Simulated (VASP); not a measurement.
# GaSb (F-43m) in VASP: further runs

Runs on GaSb. Level: PBEsol. Tasks: vibrations by perturbation theory.

Program: VASP 6.6.1. These are calculated values, not measurements. Logs are shortened: lines on timing, memory, paths and dates and some standing lists are left out, and cuts for length are marked.

## Step 1: The cell of the first run

Symmetry: F-43m, No. 216, cubic system. Conventional cell: a = 6.069 Å, b = 6.069 Å, c = 6.069 Å, α = 90.00°, β = 90.00°, γ = 90.00°. Ga (site symmetry -43m) has 4 Sb at 2.63 Å within 3.5 Å. Sb (site symmetry -43m) has 4 Ga at 2.63 Å within 3.5 Å.

## Step 2: Vibrations by perturbation theory, PBEsol (27.94 Å³/atom)

The input, INCAR:

```
  PREC = Accurate
  ENCUT = 520
  EDIFF = 1E-8
  ISMEAR = -1
  SIGMA = 0.1
  LREAL = False
  LASPH = True
  NELM = 60
  ALGO = Normal
  ISIF = 2
  LWAVE = False
  LCHARG = False
  GGA = PS
  NBANDS = 16
  IBRION = 8
  NSW = 1
```

The input, KPOINTS:

```
Automatic mesh
0
Gamma
  10 10 10
```

The input, POSCAR:

```
GaSb
1.0
    0.0000000000      3.0344530343      3.0344530343
    3.0344530343      0.0000000000      3.0344530343
    3.0344530343      3.0344530343      0.0000000000
Ga Sb
1 1
Direct
    0.0000000000      0.0000000000      0.0000000000
    0.7500000000      0.7500000000      0.7500000000
```

Potentials or basis: VASP PAW PBE potentials, release 64 (Ga_d, Sb).

Launch:

```
$ cat potpaw_PBE.64/Ga_d/POTCAR potpaw_PBE.64/Sb/POTCAR > POTCAR
$ mpirun -np 1 vasp_std > vasp.out
```

OUTCAR:

```text
PREC = Accurate
   ENCUT = 520
   EDIFF = 1E-8
   ISMEAR = -1
   LREAL = False
   LASPH = True
   NELM = 60
   ISIF = 2
   GGA = PS
   IBRION = 8
   NSW = 1

 ion  position               nearest neighbor table
   1  0.000  0.000  0.000-   2 2.63   2 2.63   2 2.63   2 2.63
   2  0.750  0.750  0.750-   1 2.63   1 2.63   1 2.63   1 2.63

  LATTYP: Found a face centered cubic cell.
 ALAT       =     6.0689060686

  Lattice vectors:

 A1 = (   0.0000000000,   3.0344530343,   3.0344530343)
 A2 = (   3.0344530343,   0.0000000000,   3.0344530343)
 A3 = (   3.0344530343,   3.0344530343,   0.0000000000)

Analysis of symmetry for initial positions (statically):
=====================================================================
 Subroutine PRICEL returns:
 Original cell was already a primitive cell.

 Routine SETGRP: Setting up the symmetry group for a
 face centered cubic supercell.

 Subroutine GETGRP returns: Found 24 space group operations
 (whereof 24 operations were pure point group operations)
 out of a pool of 48 trial point group operations.

The static configuration has the point symmetry T_d .

Analysis of symmetry for dynamics (positions and initial velocities):
=====================================================================
 Subroutine PRICEL returns:
 Original cell was already a primitive cell.

 Routine SETGRP: Setting up the symmetry group for a
 face centered cubic supercell.

 Subroutine GETGRP returns: Found 24 space group operations
 (whereof 24 operations were pure point group operations)
 out of a pool of 48 trial point group operations.

The dynamic configuration has the point symmetry T_d .

 Subroutine INISYM returns: Found 24 space group operations
 (whereof 24 operations are pure point group operations),
 and found     1 'primitive' translations

----------------------------------------------------------------------------------------

                                     Primitive cell

  volume of cell :      55.8819

  direct lattice vectors                    reciprocal lattice vectors
     0.000000000  3.034453034  3.034453034    -0.164774341  0.164774341  0.164774341
     3.034453034  0.000000000  3.034453034     0.164774341 -0.164774341  0.164774341
     3.034453034  3.034453034  0.000000000     0.164774341  0.164774341 -0.164774341

  length of vectors
     4.291364635  4.291364635  4.291364635     0.285397531  0.285397531  0.285397531

  position of ions in fractional coordinates (direct lattice)
     0.000000000  0.000000000  0.000000000
     0.750000000  0.750000000  0.750000000

  ion indices of the primitive-cell ions
   primitive index   ion index
                 1           1
                 2           2

----------------------------------------------------------------------------------------

 KPOINTS: Automatic mesh

Automatic generation of k-mesh.
 Grid dimensions read from file:
 generate k-points for:   10   10   10

 Generating k-lattice:

  Cartesian coordinates                     Fractional coordinates (reciprocal lattice)
    -0.016477434  0.016477434  0.016477434     0.100000000  0.000000000  0.000000000
     0.016477434 -0.016477434  0.016477434     0.000000000  0.100000000  0.000000000
     0.016477434  0.016477434 -0.016477434     0.000000000  0.000000000  0.100000000

  Length of vectors
     0.028539753  0.028539753  0.028539753

  Shift w.r.t. Gamma in fractional coordinates (k-lattice)
     0.000000000  0.000000000  0.000000000

 Subroutine IBZKPT returns following result:
 ===========================================

 Found     47 irreducible k-points:
[... 65 lines left out ...]
     AMIX     =   0.40;   BMIX     =  1.00
     AMIX_MAG =   1.60;   BMIX_MAG =  1.00
  volume/ion in A,a.u.               =      27.94       188.55
  Fermi-wavevector in a.u.,A,eV,Ry     =   1.122213  2.120675 17.134657  1.259362
  Thomas-Fermi vector in A             =   2.258871
   LORBIT       =      0    0 simple, 1 ext, 2 COOP (PROOUT), +10 PAW based schemes
   GGA     = PS    functional components
   LHFCALC =     F    Hartree Fock is set to
   AEXX    =    0.0000 exact exchange contribution
   IVDW    =     0    specifies the selected vdW correction
   LEPSILON=     F    determine dielectric tensor
   LRPA    =     F    only Hartree local field effects (RPA)
 non-spin polarized calculation
  energy-cutoff  :      520.00
  volume of cell :       55.88
 maximum number of plane-waves:      1524
   NGX = 15   NGY = 15   NGZ = 15

--------------------------------------- Ionic step        1  -------------------------------------------

 number of electron      17.9999986 magnetization

 Free energy of the ion-electron system (eV)
  ---------------------------------------------------
  ext. energy  EPLUGINS =         0.00000000
  ---------------------------------------------------
  free energy    TOTEN  =        -8.14930625 eV

  energy without entropy =       -8.14742595  energy(sigma->0) =       -8.14836610

 E-fermi :   5.1474     XC(G=0):  -9.3724

 val. band max:        5.1441014627   @ k =   0.0000   0.0000   0.0000
 cond. band min:       5.3779402713   @ k =   0.5000   0.0000   0.0000
 fundamental gap:      0.2338388086
 Fermi energy:         5.1474367828

 k-point     1 :       0.0000    0.0000    0.0000
  band No.  band energies     occupation
      1     -10.0657      2.00000
      2     -10.0657      2.00000
      3     -10.0657      2.00000
      4     -10.0114      2.00000
      5     -10.0114      2.00000
      6      -6.6949      2.00000
[... 433 lines left out ...]
      3     -10.0447      2.00000
      4     -10.0210      2.00000
      5     -10.0082      2.00000
      6      -5.0281      2.00000
[... 8 lines left out ...]
     15      15.3899      0.00000
     16      15.4657      0.00000

 [... further k-points ...]
[... 5 lines left out ...]
  --------------------------------------------------------------------------------------
  -------------------------------------------------------------------------------------
  Total        0.4351656      0.4351656      0.4351656      0.0000000      0.0000000     -0.0000000
  in kB       12.4765307     12.4765307     12.4765307      0.0000000      0.0000000     -0.0000000
  external PRESSURE =      12.4765307 kB  Pullay stress =       0.0000000 kB

 VOLUME and BASIS-vectors are now :
 -----------------------------------------------------------------------------
  energy-cutoff  :      520.00
  volume of cell :       55.88
      direct lattice vectors                 reciprocal lattice vectors
     0.000000000  3.034453034  3.034453034    -0.164774341  0.164774341  0.164774341
     3.034453034  0.000000000  3.034453034     0.164774341 -0.164774341  0.164774341
     3.034453034  3.034453034  0.000000000     0.164774341  0.164774341 -0.164774341

 POSITION                                       TOTAL-FORCE (eV/Angst)
 -----------------------------------------------------------------------------------
      0.00000      0.00000      0.00000         0.000000      0.000000      0.000000
      4.55168      4.55168      4.55168        -0.000000     -0.000000     -0.000000
 -----------------------------------------------------------------------------------
    total drift:                               -0.000000     -0.000000     -0.000001

  FREE ENERGIE OF THE ION-ELECTRON SYSTEM (eV)
  ---------------------------------------------------
  free  energy   TOTEN  =        -8.1493062524 eV

  energy  without entropy=       -8.1474259541  energy(sigma->0) =       -8.14836610

[... ionic steps 2 to 3 ...]

--------------------------------------- Ionic step        4  -------------------------------------------

------------------------ aborting loop because EDIFF is reached ----------------------------------------

[... ionic steps 5 to 6 ...]

--------------------------------------- Ionic step        7  -------------------------------------------

 Free energy of the ion-electron system (eV)
  ---------------------------------------------------
  ---------------------------------------------------
  free energy    TOTEN  =        -0.02564074 eV

  energy without entropy =       -0.02564073

------------------------ aborting loop because EDIFF is reached ----------------------------------------

 INTERNAL STRAIN TENSOR  FOR ION    2  DIRECTION 1   (eV/Angst):
 -----------------------------------------------------------------------------
    -0.00445  0.00000  0.00000
     0.00000  0.00420  7.53578
     0.00000  7.53578  0.00420

 INTERNAL STRAIN TENSOR FOR ION    2 for displacements in x,y,z  (eV/Angst):
          X           Y           Z          XY          YZ          ZX
  --------------------------------------------------------------------------------
  x    -0.00000     0.00000     0.00000     0.00000     7.53578     0.00000
  y     0.00000    -0.00000     0.00000     0.00000     0.00000     7.53578
  z     0.00000     0.00000    -0.00000     7.53578     0.00000     0.00000

 SECOND DERIVATIVES (NOT SYMMETRIZED)
 ------------------------------------
               1X          1Y          1Z          2X          2Y          2Z
  1X    -8.276098    0.000000    0.000000    8.276098    0.000000    0.000000
  1Y     0.000000   -8.276098    0.000000    0.000000    8.276098    0.000000
  1Z     0.000000    0.000000   -8.276098    0.000000    0.000000    8.276098
  2X     8.325007    0.000000    0.000000   -8.325007    0.000000    0.000000
  2Y     0.000000    8.325007    0.000000    0.000000   -8.325007    0.000000
  2Z     0.000000    0.000000    8.325007    0.000000    0.000000   -8.325007

 Eigenvectors and eigenvalues of the dynamical matrix
 ----------------------------------------------------

   1 f  =    6.761795 THz    42.485612 2PiTHz  225.549211 cm-1    27.964526 meV
             X         Y         Z           dx          dy          dz
      0.000000  0.000000  0.000000     0.796551   -0.000000    0.000000
      4.551680  4.551680  4.551680    -0.604571    0.000000    0.000000
[... 21 lines left out ...]
   6 f/i=    0.009593 THz     0.060277 2PiTHz    0.320002 cm-1     0.039675 meV
             X         Y         Z           dx          dy          dz
      0.000000  0.000000  0.000000     0.288135    0.475234    0.237985
      4.551680  4.551680  4.551680     0.379632    0.626143    0.313557

--------------------------------------------------------------------------------------------------------

 ELASTIC MODULI CONTR FROM IONIC RELAXATION (kBar)
 Direction    XX          YY          ZZ          XY          YZ          ZX
 --------------------------------------------------------------------------------
 XX          -0.0000      0.0000      0.0000     -0.0000      0.0000     -0.0000
 YY           0.0000     -0.0000     -0.0000     -0.0000     -0.0000      0.0000
 ZZ           0.0000     -0.0000     -0.0000      0.0000     -0.0000     -0.0000
 XY          -0.0000     -0.0000      0.0000   -199.3427      0.0000      0.0000
 YZ           0.0000     -0.0000     -0.0000      0.0000   -199.3427      0.0000
 ZX          -0.0000      0.0000     -0.0000      0.0000      0.0000   -199.3427
 --------------------------------------------------------------------------------
```

Run time: 9.8 min. Hardware: 1 thread of Intel Xeon 8259CL, shared host; peak memory 0.46 GiB.

What came out:

```yaml
Highest_phonon_frequency_at_Γ_LO-TO_splitting_left_out: 226 cm⁻¹
```

Phonon frequencies in cm⁻¹ (negative: imaginary):
```
              q point        frequencies
(0.000, 0.000, 0.000)  0 0 0 226 226 226
```

Caveat: the cell stands under pressure or tension, which shifts response properties; the PAW data sets were made with another functional, which shifts forces and pressure a little; spin-orbit coupling is left out, which moves the levels of the heavy elements.

[end of part 1 of 3]
